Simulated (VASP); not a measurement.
# Pd (Fm-3m) in VASP: settings compared

Aim: see how the results for Pd move with the level of theory and the settings. Levels: revPBE, r2SCAN, PBE+D3(BJ). Tasks: single point.

Program: VASP 6.6.1. These are calculated values, not measurements. Logs are shortened: lines on timing, memory, paths and dates and some standing lists are left out, and cuts for length are marked.

## 1. The cell of the first run

It takes space group Fm-3m (No. 225, cubic). Conventional cell: a = 3.893 Å, b = 3.893 Å, c = 3.893 Å, α = 90.00°, β = 90.00°, γ = 90.00°. Pd (site symmetry m-3m) has 12 Pd at 2.75 Å within 3.6 Å.

## 2. Single point, revPBE

Contents of INCAR:

```
SYSTEM = Pd
PREC = Accurate
ENCUT = 520
EDIFF = 1E-7
ISMEAR = -1
SIGMA = 0.05
LREAL = .FALSE.
LASPH = .TRUE.
NELM = 100
ALGO = Fast
ISIF = 2
LWAVE = .FALSE.
LCHARG = .TRUE.
GGA = RE
LELF = .TRUE.
LVHAR = .TRUE.
NBANDS = 11
```

Contents of KPOINTS:

```
regular mesh
0
G
  7 7 7
  0 0 0
```

Contents of POSCAR:

```
Pd
1.0
    0.0000000000      1.9465000000      1.9465000000
    1.9465000000      0.0000000000      1.9465000000
    1.9465000000      1.9465000000      0.0000000000
Pd
1
Direct
    0.0000000000      0.0000000000      0.0000000000
```

Potentials or basis: VASP PAW PBE potentials, release 64 (Pd).

The run is started by

```console
$ cat potpaw_PBE.64/Pd/POTCAR > POTCAR
$ mpirun -np 1 vasp_std > vasp.out
```

OUTCAR:

```text
SYSTEM = Pd
   PREC = Accurate
   ENCUT = 520
   EDIFF = 1E-7
   ISMEAR = -1
   LREAL = .FALSE.
   LASPH = .TRUE.
   NELM = 100
   ISIF = 2
   GGA = RE

 ion  position               nearest neighbor table
   1  0.000  0.000  0.000-

  LATTYP: Found a face centered cubic cell.
 ALAT       =     3.8930000000

  Lattice vectors:

 A1 = (   0.0000000000,   1.9465000000,   1.9465000000)
 A2 = (   1.9465000000,   0.0000000000,   1.9465000000)
 A3 = (   1.9465000000,   1.9465000000,   0.0000000000)

Analysis of symmetry for initial positions (statically):
[... 33 lines left out ...]
                                     Primitive cell

  volume of cell :      14.7500

  direct lattice vectors                    reciprocal lattice vectors
     0.000000000  1.946500000  1.946500000    -0.256871307  0.256871307  0.256871307
     1.946500000  0.000000000  1.946500000     0.256871307 -0.256871307  0.256871307
     1.946500000  1.946500000  0.000000000     0.256871307  0.256871307 -0.256871307

  length of vectors
     2.752766699  2.752766699  2.752766699     0.444914156  0.444914156  0.444914156

  position of ions in fractional coordinates (direct lattice)
     0.000000000  0.000000000  0.000000000

  ion indices of the primitive-cell ions
   primitive index   ion index
                 1           1

----------------------------------------------------------------------------------------

 KPOINTS: regular mesh

Automatic generation of k-mesh.
 Grid dimensions read from file:
 generate k-points for:    7    7    7

 Generating k-lattice:

  Cartesian coordinates                     Fractional coordinates (reciprocal lattice)
    -0.036695901  0.036695901  0.036695901     0.142857143  0.000000000  0.000000000
     0.036695901 -0.036695901  0.036695901     0.000000000  0.142857143  0.000000000
     0.036695901  0.036695901 -0.036695901     0.000000000  0.000000000  0.142857143

  Length of vectors
     0.063559165  0.063559165  0.063559165

  Shift w.r.t. Gamma in fractional coordinates (k-lattice)
     0.000000000  0.000000000  0.000000000

 Subroutine IBZKPT returns following result:
 ===========================================

 Found     20 irreducible k-points:

 Following reciprocal coordinates:
            Coordinates               Weight
  0.000000  0.000000  0.000000      1.000000
  0.142857  0.000000  0.000000      8.000000
  0.285714  0.000000  0.000000      8.000000
  0.428571  0.000000  0.000000      8.000000
  0.142857  0.142857  0.000000      6.000000
  0.285714  0.142857  0.000000     24.000000
[... 12 lines left out ...]
 -0.428571  0.428571  0.142857     24.000000
 -0.285714  0.428571  0.142857     24.000000
   k-points           NKPTS =     20   k-points in BZ     NKDIM =     20   number of bands    NBANDS=     11
   number of dos      NEDOS =    301   number of ions     NIONS =      1
   total plane-waves  NPLWV =   8000
   dimension x,y,z NGX =    20 NGY =   20 NGZ =   20
   dimension x,y,z NGXF=    40 NGYF=   40 NGZF=   40
   ions per type =               1
   NGX,Y,Z   is equivalent  to a cutoff of  12.08, 12.08, 12.08 a.u.
   NGXF,Y,Z  is equivalent  to a cutoff of  24.16, 24.16, 24.16 a.u.
 SYSTEM =  Pd
   PREC   = accura    normal or accurate (medium, high low for compatibility)
   ISTART =      0    job   : 0-new  1-cont  2-samecut
   ICHARG =      2    charge: 1-file 2-atom 10-const
   ISPIN  =      1    spin polarized calculation?
   LNONCOLLINEAR =      F non collinear calculations
   LSORBIT =      F    spin-orbit coupling
   LASPH  =      T    aspherical Exc in radial PAW
   ENCUT  =  520.0 eV  38.22 Ry    6.18 a.u.   5.12  5.12  5.12*2*pi/ulx,y,z
   NELM   =    100;   NELMIN=  2; NELMDL= -5     # of ELM steps
   EDIFF  = 0.1E-06   stopping-criterion for ELM
   LREAL  =      F    real-space projection
   EDIFFG = 0.1E-05   stopping-criterion for IOM
   NSW    =      0    number of steps for IOM
   IBRION =     -1    ionic relax: 0-MD 1-quasi-New 2-CG
   NFREE  =      0    steps in history (QN), initial steepest desc. (CG)
   ISIF   =      2    stress and relaxation
   ISYM   =      2    0-nonsym 1-usesym 2-fastsym
   POTIM  = 0.5000    time-step for ionic-motion
   TEBEG  =    0.0;   TEEND  =   0.0 temperature during run
   PSTRESS=    0.0 pullay stress
   NELECT =      10.0000    total number of electrons
   NUPDOWN=      -1.0000    fix difference up-down
   EMIN   =  10.00;   EMAX   =-10.00  energy-range for DOS
   EFERMI =   0.00;   METHOD = LEGACY
   ISMEAR =    -1;   SIGMA  =   0.05  broadening in eV -4-tet -1-fermi 0-gaus
   EFERMI_NEDOS =   21; number of points for ismear=-14 and -15
   IALGO  =     68    algorithm
   IMIX   =      4    mixing-type and parameters
     AMIX     =   0.40;   BMIX     =  1.00
     AMIX_MAG =   1.60;   BMIX_MAG =  1.00
  volume/ion in A,a.u.               =      14.75        99.54
  Fermi-wavevector in a.u.,A,eV,Ry     =   1.438171  2.717748 28.141404  2.068335
  Thomas-Fermi vector in A             =   2.557167
   LORBIT       =      0    0 simple, 1 ext, 2 COOP (PROOUT), +10 PAW based schemes
   GGA     = RE    functional components
   LHFCALC =     F    Hartree Fock is set to
   AEXX    =    0.0000 exact exchange contribution
   IVDW    =     0    specifies the selected vdW correction
   LEPSILON=     F    determine dielectric tensor
   LRPA    =     F    only Hartree local field effects (RPA)
 non-spin polarized calculation
 RMM-DIIS sequential band-by-band and
  energy-cutoff  :      520.00
  volume of cell :       14.75
 maximum number of plane-waves:       411
   NGX = 11   NGY = 11   NGZ = 11

 number of electron      10.0000000 magnetization

 number of electron       9.9999999 magnetization

 Free energy of the ion-electron system (eV)
  ---------------------------------------------------
  ext. energy  EPLUGINS =         0.00000000
  ---------------------------------------------------
  free energy    TOTEN  =        -4.73792294 eV

  energy without entropy =       -4.71418503  energy(sigma->0) =       -4.72605398

 E-fermi :   9.9291     XC(G=0): -13.1005

 val. band max:        9.9118533907   @ k =   0.4286   0.2857   0.0000
 cond. band min:       9.9509429657   @ k =  -0.2857   0.4286   0.1429
 fundamental gap:      0.0390895750
 Fermi energy:         9.9290863010

 k-point     1 :       0.0000    0.0000    0.0000
  band No.  band energies     occupation
      1       2.7532      2.00000
      2       7.0613      2.00000
      3       7.0613      2.00000
      4       7.0613      2.00000
      5       8.6716      2.00000
      6       8.6716      2.00000
      7      27.0471      0.00000
      8      31.8482      0.00000
      9      31.8482      0.00000
     10      31.8482      0.00000
     11      37.0293      0.00000

 k-point     2 :       0.1429    0.0000    0.0000
  band No.  band energies     occupation
      1       3.4560      2.00000
      2       6.8585      2.00000
      3       7.2721      2.00000
      4       7.2721      2.00000
      5       8.5999      2.00000
      6       8.5999      2.00000
      7      27.4648      0.00000
      8      28.7004      0.00000
      9      32.6416      0.00000
     10      32.6416      0.00000
     11      36.6970      0.00000

 k-point     3 :       0.2857    0.0000    0.0000
  band No.  band energies     occupation
      1       4.6228      2.00000
      2       7.3054      2.00000
      3       7.3054      2.00000
      4       7.3969      2.00000
      5       9.0016      2.00000
      6       9.0016      2.00000
      7      23.1111      0.00000
      8      27.8141      0.00000
      9      33.3888      0.00000
     10      33.3888      0.00000
     11      36.0622      0.00000

 k-point     4 :       0.4286    0.0000    0.0000
  band No.  band energies     occupation
      1       4.6354      2.00000
      2       7.0548      2.00000
      3       7.0548      2.00000
      4       9.7471      1.94880
      5       9.7471      1.94880
      6      10.1171      0.04549
      7      18.2689      0.00000
      8      26.5931      0.00000
      9      31.3675      0.00000
     10      31.3675      0.00000
     11      37.0285      0.00000

 k-point     5 :       0.1429    0.1429    0.0000
  band No.  band energies     occupation
      1       3.6917      2.00000
      2       6.5621      2.00000
      3       7.5027      2.00000
      4       7.5027      2.00000
      5       8.1900      2.00000
      6       8.8777      2.00000
      7      28.0556      0.00000
      8      29.7338      0.00000
      9      30.8716      0.00000
     10      30.8716      0.00000
     11      36.3733      0.00000
[... 155 lines left out ...]
 k-point    17 :       0.4286    0.2857    0.1429
  band No.  band energies     occupation
      1       5.7389      2.00000
      2       5.9366      2.00000
      3       6.9451      2.00000
      4       8.6831      2.00000
      5       8.6964      2.00000
      6      11.0198      0.00000
      7      23.9234      0.00000
      8      24.5722      0.00000
      9      27.9574      0.00000
     10      32.5046      0.00000
     11      34.8560      0.00000

 k-point    18 :      -0.4286    0.2857    0.1429
  band No.  band energies     occupation
      1       5.7270      2.00000
      2       6.2023      2.00000
      3       7.0042      2.00000
      4       8.2626      2.00000
      5       9.6158      1.99620
      6      14.0926      0.00000
      7      19.0003      0.00000
      8      24.3065      0.00000
      9      25.7885      0.00000
     10      31.9707      0.00000
     11      36.0839      0.00000

 k-point    19 :      -0.4286    0.4286    0.1429
  band No.  band energies     occupation
      1       5.1974      2.00000
      2       5.4340      2.00000
      3       7.9053      2.00000
      4       9.2088      2.00000
      5       9.9590      0.70905
      6      14.6152      0.00000
      7      21.6560      0.00000
      8      21.8763      0.00000
      9      22.6341      0.00000
     10      32.9302      0.00000
     11      34.7865      0.00000

 k-point    20 :      -0.2857    0.4286    0.1429
  band No.  band energies     occupation
      1       5.5723      2.00000
      2       6.1151      2.00000
      3       7.0016      2.00000
      4       8.6223      2.00000
      5       9.9509      0.78485
      6      17.6465      0.00000
      7      18.3017      0.00000
      8      20.7721      0.00000
      9      23.5870      0.00000
     10      33.1650      0.00000
     11      36.8653      0.00000

------------------------ aborting loop because EDIFF is reached ----------------------------------------

  FORCE on cell =-STRESS in cart. coord.  units (eV):
  Direction    XX          YY          ZZ          XY          YZ          ZX
  --------------------------------------------------------------------------------------
  -------------------------------------------------------------------------------------
  Total        1.0090434      1.0090434      1.0090434     -0.0000000      0.0000000     -0.0000000
  in kB      109.6042043    109.6042043    109.6042043     -0.0000000      0.0000000     -0.0000000
  external PRESSURE =     109.6042043 kB  Pullay stress =       0.0000000 kB

 VOLUME and BASIS-vectors are now :
 -----------------------------------------------------------------------------
  energy-cutoff  :      520.00
  volume of cell :       14.75
      direct lattice vectors                 reciprocal lattice vectors
     0.000000000  1.946500000  1.946500000    -0.256871307  0.256871307  0.256871307
     1.946500000  0.000000000  1.946500000     0.256871307 -0.256871307  0.256871307
     1.946500000  1.946500000  0.000000000     0.256871307  0.256871307 -0.256871307

 POSITION                                       TOTAL-FORCE (eV/Angst)
 -----------------------------------------------------------------------------------
      0.00000      0.00000      0.00000         0.000000      0.000000      0.000000
 -----------------------------------------------------------------------------------
    total drift:                                0.000000      0.000000      0.000000

  FREE ENERGIE OF THE ION-ELECTRON SYSTEM (eV)
  ---------------------------------------------------
  free  energy   TOTEN  =        -4.7379229350 eV

  energy  without entropy=       -4.7141850348  energy(sigma->0) =       -4.72605398
```

Run time: 7.6 s. Hardware: 1 thread of Intel Xeon 8259CL, shared host; peak memory 0.12 GiB.

What came out:

* Free energy: -4.7379 eV
* Pressure: 11.0 GPa
* Band gap on the k mesh: zero (band 5 reaches 10.04 eV, above the bottom of band 6 at 8.60 eV)

Levels at points of the mesh, in eV from the Fermi level:
| k point | band 3 | band 4 | band 5 | band 6 | band 7 | band 8 |
| --- | --- | --- | --- | --- | --- | --- |
| (0.00, 0.00, 0.00) | -2.87 | -2.87 | -1.26 | -1.26 | 17.12 | 21.92 |

Caveat: the k points lie up to 0.40 Å⁻¹ apart; the PAW data sets were made with another functional, which shifts forces and pressure a little.

## 3. Single point, r2SCAN

POSCAR is that of step 2.

Contents of INCAR.step1:

```
SYSTEM = Pd
ALGO = Normal ; EDIFF = 1E-4
ENCUT = 520 ; GGA = PE
ISMEAR = -1 ; LASPH = .True.
LCHARG = .False. ; LREAL = .False.
LWAVE = .True. ; NBANDS = 11
NELM = 80 ; PREC = Accurate
SIGMA = 0.05
```

Contents of INCAR.step2:

```
SYSTEM = Pd
ALGO = Normal ; EDIFF = 1E-6
ENCUT = 520 ; ISIF = 2
ISMEAR = -1 ; ISTART = 1
LASPH = .True. ; LCHARG = .False.
LMIXTAU = .True. ; LREAL = .False.
LWAVE = .False. ; METAGGA = R2SCAN
NBANDS = 11 ; NELM = 80
PREC = Accurate ; SIGMA = 0.05
```

Contents of KPOINTS:

```
k-points
0
Gamma
  7 7 7
  0 0 0
```

Potentials or basis: VASP PAW PBE potentials, release 64 (Pd).

The run is started by

```console
$ cat potpaw_PBE.64/Pd/POTCAR > POTCAR
$ cp INCAR.step1 INCAR
$ mpirun -np 1 vasp_std > vasp.out
$ cp INCAR.step2 INCAR
$ mpirun -np 1 vasp_std > vasp.out
```

It took 26 s on 1 thread of Intel Xeon 8259CL, shared host; peak memory 0.13 GiB.

It converged, with:

* Free energy: -22.9689 eV
* Pressure: 3.6 GPa
* Band gap on the k mesh: zero (band 5 reaches 9.81 eV, above the bottom of band 6 at 8.27 eV)

Levels at points of the mesh, in eV from the Fermi level:
```tsv
k point	band 3	band 4	band 5	band 6	band 7	band 8
(0.00, 0.00, 0.00)	-2.96	-2.96	-1.34	-1.34	17.95	22.53
```

Caveat: the k points lie up to 0.40 Å⁻¹ apart; the PAW data sets were made with another functional, which shifts forces and pressure a little.

(Continued in part 2 of 2.)
